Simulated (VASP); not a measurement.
Input of a VASP 6.6.1 run:

File INCAR:

```
  ALGO = Normal
  EDIFF = 1E-6
  ENCUT = 520
  GGA = PS
  ISIF = 2
  ISMEAR = 0
  LASPH = True
  LCHARG = True
  LELF = True
  LREAL = False
  LVHAR = True
  LWAVE = False
  NBANDS = 14
  NELM = 80
  PREC = Accurate
  SIGMA = 0.05
```

The input KPOINTS:

```
k-points
0
Gamma
  12 12 12
```

File POSCAR:

```
ZrB
1.0
    0.0000000000      2.4521217160      2.4521217160
    2.4521217160      0.0000000000      2.4521217160
    2.4521217160      2.4521217160      0.0000000000
Zr B
1 1
Direct
    0.5000000000      0.5000000000      0.5000000000
    0.0000000000      0.0000000000      0.0000000000
```

Potentials or basis: VASP PAW PBE potentials, release 64 (Zr_sv, B).

The run is started by

```sh
$ cat potpaw_PBE.64/Zr_sv/POTCAR potpaw_PBE.64/B/POTCAR > POTCAR
$ mpirun -np 1 vasp_std > vasp.out
```

Problem. Predict the pressure.

Solution. -3.9 GPa.

Problem. Estimate the band gap on the k mesh.

Solution. Zero (an odd number of electrons rules out a gap without spin polarisation).

Caveat: the cell stands under tension; the PAW data sets were made with another functional, which shifts forces and pressure a little.
